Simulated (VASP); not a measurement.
# KF (Carobbiite) (Fm-3m) in VASP: a series of runs

Runs on KF (Carobbiite). Level: PBE. Tasks: single point.

All numbers are computed with VASP 6.6.1; they aren't measurements. Logs are shortened: lines on timing, memory, paths and dates and some standing lists are left out, and cuts for length are marked.

**1. The cell of the first run**

Symmetry: Fm-3m, No. 225, cubic system. The conventional cell has a = 5.318 Å, b = 5.318 Å, c = 5.318 Å, α = 90.00°, β = 90.00°, γ = 90.00°. Within 3.5 Å of K (site symmetry m-3m) lie 6 F at 2.66 Å. F (site symmetry m-3m) has 6 K at 2.66 Å within 3.5 Å.

**2. Single point, PBE**

Input file INCAR:

```
SYSTEM = KF
ALGO = Normal
EDIFF = 1E-6
ENCUT = 520
GGA = PE
ISIF = 2
ISMEAR = 0
LASPH = .TRUE.
LCHARG = .FALSE.
LREAL = .FALSE.
LWAVE = .FALSE.
NBANDS = 15
NELM = 80
PREC = Accurate
SIGMA = 0.01
```

Input file KPOINTS:

```
k-points
0
G
  4 4 4
  0 0 0
```

Input file POSCAR:

```
KF
1.0
    0.0000000000      2.6589566777      2.6589566777
    2.6589566777      0.0000000000      2.6589566777
    2.6589566777      2.6589566777      0.0000000000
K F
1 1
Direct
    0.0000000000      0.0000000000      0.0000000000
    0.5000000000      0.5000000000      0.5000000000
```

Potentials or basis: VASP PAW PBE potentials, release 64 (K_sv, F).

On the command line:

```console
$ cat potpaw_PBE.64/K_sv/POTCAR potpaw_PBE.64/F/POTCAR > POTCAR
$ mpirun -np 1 vasp_std > vasp.out
```

OUTCAR:

```text
SYSTEM = KF
   EDIFF = 1E-6
   ENCUT = 520
   GGA = PE
   ISIF = 2
   ISMEAR = 0
   LASPH = .TRUE.
   LREAL = .FALSE.
   NELM = 80
   PREC = Accurate

 ion  position               nearest neighbor table
   1  0.000  0.000  0.000-   2 2.66   2 2.66   2 2.66   2 2.66   2 2.66   2 2.66
   2  0.500  0.500  0.500-   1 2.66   1 2.66   1 2.66   1 2.66   1 2.66   1 2.66

  LATTYP: Found a face centered cubic cell.
 ALAT       =     5.3179133554

  Lattice vectors:

 A1 = (   0.0000000000,   2.6589566777,   2.6589566777)
 A2 = (   2.6589566777,   0.0000000000,   2.6589566777)
 A3 = (   2.6589566777,   2.6589566777,   0.0000000000)

Analysis of symmetry for initial positions (statically):
=====================================================================
 Subroutine PRICEL returns:
 Original cell was already a primitive cell.

 Routine SETGRP: Setting up the symmetry group for a
 face centered cubic supercell.

 Subroutine GETGRP returns: Found 48 space group operations
 (whereof 48 operations were pure point group operations)
 out of a pool of 48 trial point group operations.

The static configuration has the point symmetry O_h .

Analysis of symmetry for dynamics (positions and initial velocities):
=====================================================================
 Subroutine PRICEL returns:
 Original cell was already a primitive cell.

 Routine SETGRP: Setting up the symmetry group for a
 face centered cubic supercell.

 Subroutine GETGRP returns: Found 48 space group operations
 (whereof 48 operations were pure point group operations)
 out of a pool of 48 trial point group operations.

The dynamic configuration has the point symmetry O_h .

 Subroutine INISYM returns: Found 48 space group operations
 (whereof 48 operations are pure point group operations),
 and found     1 'primitive' translations

----------------------------------------------------------------------------------------

                                     Primitive cell

  volume of cell :      37.5979

  direct lattice vectors                    reciprocal lattice vectors
     0.000000000  2.658956678  2.658956678    -0.188043681  0.188043681  0.188043681
     2.658956678  0.000000000  2.658956678     0.188043681 -0.188043681  0.188043681
     2.658956678  2.658956678  0.000000000     0.188043681  0.188043681 -0.188043681

  length of vectors
     3.760332595  3.760332595  3.760332595     0.325701209  0.325701209  0.325701209

  position of ions in fractional coordinates (direct lattice)
     0.000000000  0.000000000  0.000000000
     0.500000000  0.500000000  0.500000000

  ion indices of the primitive-cell ions
   primitive index   ion index
                 1           1
                 2           2

----------------------------------------------------------------------------------------

 KPOINTS: k-points

Automatic generation of k-mesh.
 Grid dimensions read from file:
 generate k-points for:    4    4    4

 Generating k-lattice:

  Cartesian coordinates                     Fractional coordinates (reciprocal lattice)
    -0.047010920  0.047010920  0.047010920     0.250000000  0.000000000  0.000000000
     0.047010920 -0.047010920  0.047010920     0.000000000  0.250000000  0.000000000
     0.047010920  0.047010920 -0.047010920     0.000000000  0.000000000  0.250000000

  Length of vectors
     0.081425302  0.081425302  0.081425302

  Shift w.r.t. Gamma in fractional coordinates (k-lattice)
     0.000000000  0.000000000  0.000000000

 Subroutine IBZKPT returns following result:
 ===========================================

 Found      8 irreducible k-points:

 Following reciprocal coordinates:
            Coordinates               Weight
  0.000000  0.000000  0.000000      1.000000
  0.250000  0.000000  0.000000      8.000000
  0.500000  0.000000  0.000000      4.000000
  0.250000  0.250000  0.000000      6.000000
  0.500000  0.250000  0.000000     24.000000
 -0.250000  0.250000  0.000000     12.000000
  0.500000  0.500000  0.000000      3.000000
 -0.250000  0.500000  0.250000      6.000000
   k-points           NKPTS =      8   k-points in BZ     NKDIM =      8   number of bands    NBANDS=     15
   number of dos      NEDOS =    301   number of ions     NIONS =      2
   total plane-waves  NPLWV =  21952
   dimension x,y,z NGX =    28 NGY =   28 NGZ =   28
   dimension x,y,z NGXF=    56 NGYF=   56 NGZF=   56
   ions per type =               1   1
   NGX,Y,Z   is equivalent  to a cutoff of  12.38, 12.38, 12.38 a.u.
   NGXF,Y,Z  is equivalent  to a cutoff of  24.76, 24.76, 24.76 a.u.
 SYSTEM =  KF
   PREC   = accura    normal or accurate (medium, high low for compatibility)
   ISTART =      0    job   : 0-new  1-cont  2-samecut
   ICHARG =      2    charge: 1-file 2-atom 10-const
   ISPIN  =      1    spin polarized calculation?
   LNONCOLLINEAR =      F non collinear calculations
   LSORBIT =      F    spin-orbit coupling
   LASPH  =      T    aspherical Exc in radial PAW
   ENCUT  =  520.0 eV  38.22 Ry    6.18 a.u.   6.99  6.99  6.99*2*pi/ulx,y,z
   NELM   =     80;   NELMIN=  2; NELMDL= -5     # of ELM steps
   EDIFF  = 0.1E-05   stopping-criterion for ELM
   LREAL  =      F    real-space projection
   EDIFFG = 0.1E-04   stopping-criterion for IOM
   NSW    =      0    number of steps for IOM
   IBRION =     -1    ionic relax: 0-MD 1-quasi-New 2-CG
   NFREE  =      0    steps in history (QN), initial steepest desc. (CG)
   ISIF   =      2    stress and relaxation
   ISYM   =      2    0-nonsym 1-usesym 2-fastsym
   POTIM  = 0.5000    time-step for ionic-motion
   TEBEG  =    0.0;   TEEND  =   0.0 temperature during run
   PSTRESS=    0.0 pullay stress
   NELECT =      16.0000    total number of electrons
   NUPDOWN=      -1.0000    fix difference up-down
   EMIN   =  10.00;   EMAX   =-10.00  energy-range for DOS
   EFERMI =   0.00;   METHOD = LEGACY
   ISMEAR =     0;   SIGMA  =   0.01  broadening in eV -4-tet -1-fermi 0-gaus
   EFERMI_NEDOS =   21; number of points for ismear=-14 and -15
   IALGO  =     38    algorithm
   IMIX   =      4    mixing-type and parameters
     AMIX     =   0.40;   BMIX     =  1.00
     AMIX_MAG =   1.60;   BMIX_MAG =  1.00
  volume/ion in A,a.u.               =      18.80       126.86
  Fermi-wavevector in a.u.,A,eV,Ry     =   1.231384  2.326979 20.630609  1.516307
  Thomas-Fermi vector in A             =   2.366196
   LORBIT       =      0    0 simple, 1 ext, 2 COOP (PROOUT), +10 PAW based schemes
   GGA     = PE    functional components
   LHFCALC =     F    Hartree Fock is set to
   AEXX    =    0.0000 exact exchange contribution
   IVDW    =     0    specifies the selected vdW correction
   LEPSILON=     F    determine dielectric tensor
   LRPA    =     F    only Hartree local field effects (RPA)
 non-spin polarized calculation
 Gauss-broadening in eV      SIGMA  =   0.01
  energy-cutoff  :      520.00
  volume of cell :       37.60
 maximum number of plane-waves:      1036
   NGX = 13   NGY = 13   NGZ = 13

 number of electron      16.0000010 magnetization

 Free energy of the ion-electron system (eV)
  ---------------------------------------------------
  ext. energy  EPLUGINS =         0.00000000
  ---------------------------------------------------
  free energy    TOTEN  =        -8.28358481 eV

  energy without entropy =       -8.28358481  energy(sigma->0) =       -8.28358481

 E-fermi :  -2.6292     XC(G=0):  -8.4698

 val. band max:       -2.7649364708   @ k =   0.0000   0.0000   0.0000
 cond. band min:       3.4772284171   @ k =   0.0000   0.0000   0.0000
 fundamental gap:      6.2421648879
 Fermi energy:        -2.6292139579

 k-point     1 :       0.0000    0.0000    0.0000
  band No.  band energies     occupation
      1     -28.8629      2.00000
      2     -21.4288      2.00000
      3     -12.1025      2.00000
      4     -12.1025      2.00000
      5     -12.1025      2.00000
      6      -2.7649      2.00000
      7      -2.7649      2.00000
      8      -2.7649      2.00000
      9       3.4772      0.00000
     10       7.9543      0.00000
     11       7.9543      0.00000
     12       7.9543      0.00000
     13       9.6456      0.00000
     14       9.6456      0.00000
     15      14.2711      0.00000

 k-point     2 :       0.2500    0.0000    0.0000
  band No.  band energies     occupation
      1     -28.8126      2.00000
      2     -21.4764      2.00000
      3     -12.2452      2.00000
      4     -12.1215      2.00000
      5     -12.1215      2.00000
      6      -3.2110      2.00000
      7      -2.9482      2.00000
      8      -2.9482      2.00000
      9       5.0051      0.00000
     10       7.3710      0.00000
     11       8.6949      0.00000
     12       8.6949      0.00000
     13      10.2520      0.00000
     14      10.2521      0.00000
     15      16.0402      0.00000

 k-point     3 :       0.5000    0.0000    0.0000
  band No.  band energies     occupation
      1     -28.7613      2.00000
      2     -21.5246      2.00000
      3     -12.3849      2.00000
      4     -12.1400      2.00000
      5     -12.1400      2.00000
      6      -3.5734      2.00000
      7      -3.1237      2.00000
      8      -3.1237      2.00000
      9       6.3641      0.00000
     10       7.9498      0.00000
     11       9.3758      0.00000
     12       9.3758      0.00000
     13      11.6318      0.00000
     14      11.6318      0.00000
     15      13.5336      0.00000

 k-point     4 :       0.2500    0.2500    0.0000
  band No.  band energies     occupation
      1     -28.7987      2.00000
      2     -21.4658      2.00000
      3     -12.2655      2.00000
      4     -12.2127      2.00000
      5     -12.2127      2.00000
      6      -3.2623      2.00000
      7      -2.8121      2.00000
      8      -2.8121      2.00000
      9       5.2983      0.00000
     10       6.4251      0.00000
     11       9.4451      0.00000
     12       9.4451      0.00000
     13       9.9261      0.00000
     14      10.2236      0.00000
     15      17.4114      0.00000

 k-point     5 :       0.5000    0.2500    0.0000
  band No.  band energies     occupation
      1     -28.7505      2.00000
      2     -21.4869      2.00000
      3     -12.4784      2.00000
      4     -12.2981      2.00000
      5     -12.2329      2.00000
      6      -3.2191      2.00000
      7      -3.0191      2.00000
      8      -2.9696      2.00000
      9       6.3659      0.00000
     10       7.2551      0.00000
     11       8.9875      0.00000
     12      10.1411      0.00000
     13      11.3841      0.00000
     14      11.8659      0.00000
     15      13.0309      0.00000

 k-point     6 :      -0.2500    0.2500    0.0000
  band No.  band energies     occupation
      1     -28.7646      2.00000
      2     -21.4976      2.00000
      3     -12.3606      2.00000
      4     -12.3084      2.00000
      5     -12.1422      2.00000
      6      -3.3930      2.00000
      7      -3.1008      2.00000
      8      -2.8944      2.00000
      9       6.4344      0.00000
     10       7.1327      0.00000
     11       8.9973      0.00000
     12       9.5957      0.00000
     13      10.6429      0.00000
     14      11.8832      0.00000
     15      13.7433      0.00000

 k-point     7 :       0.5000    0.5000    0.0000
  band No.  band energies     occupation
      1     -28.7395      2.00000
      2     -21.4489      2.00000
      3     -12.6854      2.00000
      4     -12.3229      2.00000
      5     -12.3229      2.00000
      6      -2.9702      2.00000
      7      -2.8189      2.00000
      8      -2.8188      2.00000
      9       5.4473      0.00000
     10       7.6195      0.00000
     11       9.1638      0.00000
     12      10.9245      0.00000
     13      11.5532      0.00000
     14      11.5532      0.00000
     15      13.2325      0.00000

 k-point     8 :      -0.2500    0.5000    0.2500
  band No.  band energies     occupation
      1     -28.7364      2.00000
      2     -21.4758      2.00000
      3     -12.5066      2.00000
      4     -12.5066      2.00000
      5     -12.1919      2.00000
      6      -3.1799      2.00000
      7      -2.9253      2.00000
      8      -2.9253      2.00000
      9       7.0171      0.00000
     10       7.0171      0.00000
     11       8.5156      0.00000
     12      10.7501      0.00000
     13      11.5625      0.00000
     14      12.3042      0.00000
     15      13.5083      0.00000

------------------------ aborting loop because EDIFF is reached ----------------------------------------

  FORCE on cell =-STRESS in cart. coord.  units (eV):
  Direction    XX          YY          ZZ          XY          YZ          ZX
  --------------------------------------------------------------------------------------
  -------------------------------------------------------------------------------------
  Total        0.4602403      0.4602403      0.4602403      0.0000000     -0.0000000     -0.0000000
  in kB       19.6124310     19.6124310     19.6124310      0.0000000     -0.0000000     -0.0000000
  external PRESSURE =      19.6124310 kB  Pullay stress =       0.0000000 kB

 VOLUME and BASIS-vectors are now :
 -----------------------------------------------------------------------------
  energy-cutoff  :      520.00
  volume of cell :       37.60
      direct lattice vectors                 reciprocal lattice vectors
     0.000000000  2.658956678  2.658956678    -0.188043681  0.188043681  0.188043681
     2.658956678  0.000000000  2.658956678     0.188043681 -0.188043681  0.188043681
     2.658956678  2.658956678  0.000000000     0.188043681  0.188043681 -0.188043681

 POSITION                                       TOTAL-FORCE (eV/Angst)
 -----------------------------------------------------------------------------------
      0.00000      0.00000      0.00000         0.000000      0.000000      0.000000
      2.65896      2.65896      2.65896        -0.000000     -0.000000     -0.000000
 -----------------------------------------------------------------------------------
    total drift:                                0.000000      0.000000      0.000000

  FREE ENERGIE OF THE ION-ELECTRON SYSTEM (eV)
  ---------------------------------------------------
  free  energy   TOTEN  =        -8.2835848082 eV

  energy  without entropy=       -8.2835848082  energy(sigma->0) =       -8.28358481
```

Wall time 3.5 s (1 thread of AMD EPYC 9R45 (Zen 5), shared host); peak memory 0.12 GiB.

What came out:

| Property | Result |
| --- | --- |
| Free energy | -8.2836 eV |
| Pressure | 2.0 GPa |
| Band gap on the k mesh | 6.24 eV, direct |

Caveat: the k points lie up to 0.51 Å⁻¹ apart.

**3. Single point, PBE (strain +0.9%)**

Input file INCAR:

```
  ALGO = Normal
  EDIFF = 1E-6
  ENCUT = 520
  GGA = PE
  ISIF = 2
  ISMEAR = 0
  LASPH = True
  LCHARG = False
  LREAL = False
  LWAVE = False
  NBANDS = 15
  NELM = 60
  PREC = Accurate
  SIGMA = 0.01
```

Input file KPOINTS:

```
k-points
0
Gamma
  4 4 4
```

Input file POSCAR:

```
KF
1.0
    0.0000000000      2.6828872878      2.6828872878
    2.6828872878      0.0000000000      2.6828872878
    2.6828872878      2.6828872878      0.0000000000
K F
1 1
Direct
    0.0000000000      0.0000000000      0.0000000000
    0.5000000000      0.5000000000      0.5000000000
```

Potentials or basis: VASP PAW PBE potentials, release 64 (K_sv, F).

On the command line:

```console
$ cat potpaw_PBE.64/K_sv/POTCAR potpaw_PBE.64/F/POTCAR > POTCAR
$ mpirun -np 1 vasp_std > vasp.out
```

Run time: 3.7 s. Hardware: 1 thread of AMD EPYC 9R45 (Zen 5), shared host; peak memory 0.12 GiB.

Results (log left out):

| Quantity | Value |
| --- | --- |
| Free energy | -8.2942 eV |
| Pressure | 1.0 GPa |
| Band gap on the k mesh | 6.10 eV, direct |

Levels at points of the mesh, in eV from the valence-band top:
```tsv
k point	band 6	band 7	band 8	band 9	band 10	band 11
(0.00, 0.00, 0.00)	0.00	0.00	0.00	6.10	10.64	10.64
(0.50, 0.00, 0.00)	-0.78	-0.34	-0.34	9.02	10.51	12.01
(0.50, 0.50, 0.00)	-0.22	-0.06	-0.06	8.19	10.23	11.71
```

Caveat: the k points lie up to 0.51 Å⁻¹ apart; the cell differs from its parent crystal (strain +0.9%).
